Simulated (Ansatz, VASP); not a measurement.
# Two plane-wave programs on WS2

The input POSCAR:

```
WS2
1.0
    1.5911317623      0.9186403513      6.5478539963
   -1.5911317623      0.9186403513      6.5478539963
    0.0000000000     -1.8372807026      6.5478539963
W S
1 2
Direct
    0.0006740938      0.0006740938      0.0006740938
    0.2546440426      0.2546440426      0.2546440426
    0.4133818636      0.4133818636      0.4133818636
```

The input INCAR.step1:

```
  PREC = Accurate
  ENCUT = 520
  ISMEAR = 0
  SIGMA = 0.02
  LREAL = False
  LASPH = True
  NELM = 60
  NBANDS = 20
  GGA = PE
  ALGO = Normal
  EDIFF = 1E-4
  LWAVE = True
  LCHARG = False
```

Contents of INCAR.step2:

```
  PREC = Accurate
  ENCUT = 520
  EDIFF = 1E-6
  ISMEAR = 0
  SIGMA = 0.02
  LREAL = False
  LASPH = True
  NELM = 60
  ALGO = Normal
  ISIF = 2
  LWAVE = False
  LCHARG = False
  METAGGA = R2SCAN
  LMIXTAU = True
  NBANDS = 20
  ISTART = 1
```

The input KPOINTS:

```
regular mesh
0
Gamma
  12 12 12
```

Input for Ansatz:

```yaml
crystal:
  lattice:
    - [1.5911317623, 0.9186403513, 6.5478539963]
    - [-1.5911317623, 0.9186403513, 6.5478539963]
    - [0.0, -1.8372807026, 6.5478539963]
  atoms:
    - { symbol: W, position: [0.0006740938, 0.0006740938, 0.0006740938] }
    - { symbol: S, position: [0.2546440426, 0.2546440426, 0.2546440426] }
    - { symbol: S, position: [0.4133818636, 0.4133818636, 0.4133818636] }
basis:
  ecutwfc: 500
kpoints:
  mp_grid: { grid: [12, 12, 12] }
  band_path:
    path:
      - [[0.0, 0.0, 0.0], [-0.5, -0.5, -0.5], [-0.5, -0.17978872, -0.82021128]]
      - [[-0.17978872, 0.17978872, -0.5], [0.0, 0.0, -0.5], [0.0, 0.0, 0.0], [0.0, 0.33989436, -0.33989436]]
      - [[-0.33989436, 0.0, -0.66010564], [-0.5, 0.0, -0.5], [0.0, 0.0, 0.0]]
    npoints: 14
hamiltonian:
  xc: r2scan
scf:
  occupations: { method: gaussian, width: 0.02 }
  n_extra_bands: 7
output:
  forces: true
  stress: true
  eigenvalues: true
  populations: true
  dos: { projected: true, de: 0.02, nscf_kmesh: { grid: [18, 18, 18] } }
  bader: true
  write_density: true
  write_potential: true
  elf: true
  volumetric_format: npy
```

Alike in both runs: task single point; functional r2SCAN; k mesh 12 × 12 × 12; occupations gaussian, width 0.02 eV; no spin polarisation.

|  | VASP | Ansatz |
| --- | --- | --- |
| version | VASP 6.6.1 | Ansatz 0.2.0 |
| potentials or method | VASP PAW PBE potentials, release 64 (W_sv, S), cutoff 520 eV | scalar-relativistic, plane waves, PAW |
| valence electrons in the cell | 26 | 26 |

```tsv
	VASP	Ansatz	Ansatz less VASP
gap on the k mesh at the Fermi level (eV)	1.39	1.37	-0.020
least direct gap on the mesh (eV)	1.92	1.92	-0.004
pressure (GPa)	0.2	0.0	-0.17
rms of the force components (eV/Å)	0.010	0.000	-0.0096
```

VASP's potentials were made for PBE, not for r2SCAN. Atom by atom the forces differ by 0.010 eV/Å (rms over components). The functional is the same, so the differences come from potentials, cutoffs and numerics.

Neither program's run includes spin-orbit coupling.
